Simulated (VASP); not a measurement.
# Ga (P6_3/mmc) in VASP: relaxation of cell and atoms with LDA

Aim: the relaxation of cell and atoms of Ga with LDA.

All numbers are computed with VASP 6.6.1; they aren't measurements. Logs are shortened: lines on timing, memory, paths and dates and some standing lists are left out, and cuts for length are marked.

## (1) The cell of the first run

It takes space group P6_3/mmc (No. 194, hexagonal). The conventional cell has a = 2.153 Å, b = 2.153 Å, c = 3.593 Å, α = 90.00°, β = 90.00°, γ = 120.00°. Ga (site symmetry -6m2) has 12 Ga at 2.15 to 2.18 Å within 2.8 Å.

This isn't the form of Ga at room conditions, which is orthorhombic.

## (2) Relaxation of cell and atoms, LDA, target pressure 450 GPa, at which the enthalpy is minimised

The input, INCAR:

```
SYSTEM = Ga
PREC = Accurate
ENCUT = 600
EDIFF = 1E-6
ISMEAR = -1
SIGMA = 0.1
LREAL = .False.
LASPH = .True.
NELM = 80
ALGO = Normal
ISIF = 3
LWAVE = .False.
LCHARG = .False.
GGA = CA
IBRION = 2
NSW = 32
EDIFFG = -0.005
PSTRESS = 4500.0
```

The input, KPOINTS:

```
Automatic mesh
0
Gamma
  20 20 11
  0 0 0
```

The input, POSCAR:

```
Ga
1.0
    2.1526377406      0.0000000000      0.0000000000
   -1.0763188702      1.8642389685      0.0000000000
    0.0000000000      0.0000000000      3.5926188326
Ga
2
Direct
    0.3333333333      0.6666666667      0.2500000000
    0.6666666667      0.3333333333      0.7500000000
```

Potentials or basis: VASP PAW LDA potentials, release 64 (Ga_d).

Run with:

```sh
cat potpaw_LDA.64/Ga_d/POTCAR > POTCAR
mpirun -np 1 vasp_std > vasp.out
```

OUTCAR:

```text
SYSTEM = Ga
   PREC = Accurate
   ENCUT = 600
   EDIFF = 1E-6
   ISMEAR = -1
   LREAL = .False.
   LASPH = .True.
   NELM = 80
   ISIF = 3
   GGA = CA
   IBRION = 2
   NSW = 32
   EDIFFG = -0.005
   PSTRESS = 4500.0

 ion  position               nearest neighbor table
   1  0.333  0.667  0.250-   2 2.18   2 2.18   2 2.18   2 2.18   2 2.18   2 2.18
   2  0.667  0.333  0.750-   1 2.18   1 2.18   1 2.18   1 2.18   1 2.18   1 2.18

  LATTYP: Found a hexagonal cell.
 ALAT       =     2.1526377406
 C/A-ratio  =     1.6689379568

  Lattice vectors:

 A1 = (   2.1526377406,   0.0000000000,   0.0000000000)
 A2 = (  -1.0763188702,   1.8642389685,   0.0000000000)
 A3 = (   0.0000000000,   0.0000000000,   3.5926188326)

Analysis of symmetry for initial positions (statically):
=====================================================================
 Subroutine PRICEL returns:
 Original cell was already a primitive cell.

 Routine SETGRP: Setting up the symmetry group for a
 hexagonal supercell.

 Subroutine GETGRP returns: Found 24 space group operations
 (whereof 12 operations were pure point group operations)
 out of a pool of 24 trial point group operations.

The static configuration has the point symmetry D_3d.
 The point group associated with its full space group is D_6h.

Analysis of symmetry for dynamics (positions and initial velocities):
=====================================================================
 Subroutine PRICEL returns:
 Original cell was already a primitive cell.

 Routine SETGRP: Setting up the symmetry group for a
 hexagonal supercell.

 Subroutine GETGRP returns: Found 24 space group operations
 (whereof 12 operations were pure point group operations)
 out of a pool of 24 trial point group operations.

The dynamic configuration has the point symmetry D_3d.
 The point group associated with its full space group is D_6h.

 Subroutine INISYM returns: Found 24 space group operations
 (whereof 12 operations are pure point group operations),
 and found     1 'primitive' translations

----------------------------------------------------------------------------------------

                                     Primitive cell

  volume of cell :      14.4173

  direct lattice vectors                    reciprocal lattice vectors
     2.152637741  0.000000000  0.000000000     0.464546348  0.268205959  0.000000000
    -1.076318870  1.864238969  0.000000000     0.000000000  0.536411918  0.000000000
     0.000000000  0.000000000  3.592618833     0.000000000  0.000000000  0.278348482
[... 93 lines left out ...]
   TEBEG  =    0.0;   TEEND  =   0.0 temperature during run
   PSTRESS= 4500.0 pullay stress
   NELECT =      26.0000    total number of electrons
   NUPDOWN=      -1.0000    fix difference up-down
   EMIN   =  10.00;   EMAX   =-10.00  energy-range for DOS
   EFERMI =   0.00;   METHOD = LEGACY
   ISMEAR =    -1;   SIGMA  =   0.10  broadening in eV -4-tet -1-fermi 0-gaus
   EFERMI_NEDOS =   21; number of points for ismear=-14 and -15
   IALGO  =     38    algorithm
   IMIX   =      4    mixing-type and parameters
     AMIX     =   0.40;   BMIX     =  1.00
     AMIX_MAG =   1.60;   BMIX_MAG =  1.00
  volume/ion in A,a.u.               =       7.21        48.65
  Fermi-wavevector in a.u.,A,eV,Ry     =   1.992682  3.765623 54.025777  3.970783
  Thomas-Fermi vector in A             =   3.010045
   LORBIT       =      0    0 simple, 1 ext, 2 COOP (PROOUT), +10 PAW based schemes
   GGA     = CA    functional components
   LHFCALC =     F    Hartree Fock is set to
   AEXX    =    0.0000 exact exchange contribution
   IVDW    =     0    specifies the selected vdW correction
   LEPSILON=     F    determine dielectric tensor
   LRPA    =     F    only Hartree local field effects (RPA)
 conjugate gradient relaxation of ions
 non-spin polarized calculation
  energy-cutoff  :      600.00
  volume of cell :       14.42
 maximum number of plane-waves:       501
 NGX is ok and might be reduce to    18
   NGX =  9   NGY =  9   NGZ = 15

--------------------------------------- Ionic step        1  -------------------------------------------

 number of electron      26.0000007 magnetization

 Free energy of the ion-electron system (eV)
  ---------------------------------------------------
  ext. energy  EPLUGINS =         0.00000000
  ---------------------------------------------------
  free energy    TOTEN  =         5.37859509 eV

  energy without entropy =        5.39424331  energy(sigma->0) =        5.38641920

------------------------ aborting loop because EDIFF is reached ----------------------------------------

  FORCE on cell =-STRESS in cart. coord.  units (eV):
  Direction    XX          YY          ZZ          XY          YZ          ZX
  --------------------------------------------------------------------------------------
  -------------------------------------------------------------------------------------
  Total       41.4162952     41.4162952     41.4048079      0.0000000      0.0000000      0.0000000
  in kB     4602.5461939   4602.5461938   4601.2696194      0.0000002      0.0000000      0.0000000
  external PRESSURE =     102.1206690 kB  Pullay stress =    4500.0000000 kB
[... 177 lines left out ...]
--------------------------------------- Ionic step        6  -------------------------------------------

 number of electron      26.0000006 magnetization

 Free energy of the ion-electron system (eV)
  ---------------------------------------------------
  ext. energy  EPLUGINS =         0.00000000
  ---------------------------------------------------
  free energy    TOTEN  =         5.12645881 eV

  energy without entropy =        5.14212299  energy(sigma->0) =        5.13429090

 E-fermi :  20.7599     XC(G=0): -17.2664

 val. band max:       20.7505454803   @ k =   0.3000   0.1000   0.0909
 cond. band min:      20.7937253199   @ k =   0.3000   0.2000   0.4545
 fundamental gap:      0.0431798396
 Fermi energy:        20.7599160144

 k-point     1 :       0.0000    0.0000    0.0000
  band No.  band energies     occupation
      1      -2.2904      2.00000
      2      -0.1819      2.00000
      3       1.4781      2.00000
      4       1.6620      2.00000
      5       1.6620      2.00000
      6       1.8879      2.00000
[... 457 lines left out ...]
      4       1.5122      2.00000
      5       1.7193      2.00000
      6       1.8386      2.00000
[... 9 lines left out ...]
     16      32.4860      0.00000
     17      34.1747      0.00000

 [... further k-points ...]

------------------------ aborting loop because EDIFF is reached ----------------------------------------

  FORCE on cell =-STRESS in cart. coord.  units (eV):
  Direction    XX          YY          ZZ          XY          YZ          ZX
  --------------------------------------------------------------------------------------
  -------------------------------------------------------------------------------------
  Total       40.7368665     40.7368665     40.7340593      0.0000000     -0.0000000      0.0000000
  in kB     4499.3281955   4499.3281954   4499.0181485      0.0000007     -0.0000000      0.0000000
  external PRESSURE =      -0.7751535 kB  Pullay stress =    4500.0000000 kB
[... 21 lines left out ...]
  energy  without entropy=        5.1421229882  energy(sigma->0) =        5.13429090

  enthalpy is  TOTEN    =        45.8694078240 eV   P V=       40.7429490099

 reached required accuracy - stopping structural energy minimisation
```

OSZICAR:

```text
N       E                     dE             d eps       ncg     rms          rms(c)
DAV:   1     0.108817492692E+03    0.10882E+03   -0.14010E+04 10360   0.383E+03
DAV:   2     0.944668895379E+01   -0.99371E+02   -0.97386E+02  9217   0.387E+02
DAV:   3     0.472276118469E+01   -0.47239E+01   -0.46903E+01  9928   0.850E+01
DAV:   4     0.467638368354E+01   -0.46378E-01   -0.46333E-01 11137   0.828E+00
[... 38 lines left out ...]
       N       E                     dE             d eps       ncg     rms          rms(c)
DAV:   1     0.512645391292E+01   -0.45899E-02   -0.56627E-05 10813   0.182E-01    0.134E-02
DAV:   2     0.512645751659E+01    0.36037E-05   -0.58687E-06  9053   0.740E-02    0.658E-03
DAV:   3     0.512645877431E+01    0.12577E-05   -0.11964E-06  6048   0.306E-02    0.129E-03
DAV:   4     0.512645881410E+01    0.39794E-07   -0.55381E-07  5048   0.102E-02
   6 F= 0.45869408E+02 E0= 0.45877240E+02  d E =-.418285E-06
```

Run time: 92 s. Hardware: 1 thread of Intel Xeon 6975P-C (Granite Rapids), shared host; peak memory 0.18 GiB.

Results:

```yaml
Free_energy: 5.1265 eV
Relaxed_volume: 7.25 Å³/atom
Relaxed_cell: a = 2.157 Å, b = 2.157 Å, c = 3.600 Å, α = 90.00°, β = 90.00°, γ = 120.00°
Space_group_after_relaxing_to_0.1_Å: P6_3/mmc (No. 194)
Energy_change_on_relaxing_the_run_minimises_the_enthalpy: -126.1 meV/atom
Ionic_steps: 6
Pressure_after_relaxing: 449.9 GPa
Band_gap_on_the_k_mesh: zero (bands 13 and 14 overlap by 10.42 eV)
```

Step by step:
```
step  energy change (eV)  largest force (eV/Å)  pressure (GPa)  volume (Å³)
   1              0.0000                0.0000          460.21        14.42
   2             -2.5035                0.0000          362.66        15.40
   3             -0.2670                0.0000          449.41        14.51
   4             -0.2526                0.0000          449.90        14.51
   5             -0.2476                0.0000          450.46        14.50
   6             -0.2521                0.0000          449.92        14.51
```

Final structure:
```cif
data_structure
_symmetry_space_group_name_H-M 'P 1'
_symmetry_Int_Tables_number 1
_cell_length_a 2.1570
_cell_length_b 2.1570
_cell_length_c 3.6001
_cell_angle_alpha 90.000
_cell_angle_beta 90.000
_cell_angle_gamma 120.000
_cell_volume 14.51
loop_
_atom_site_label
_atom_site_type_symbol
_atom_site_fract_x
_atom_site_fract_y
_atom_site_fract_z
_atom_site_occupancy
Ga1 Ga 0.33333 0.66667 0.25000 1
Ga2 Ga 0.66667 0.33333 0.75000 1
```

Caveat: the cell is relaxed towards a set pressure, so the run minimises the enthalpy, not the energy.
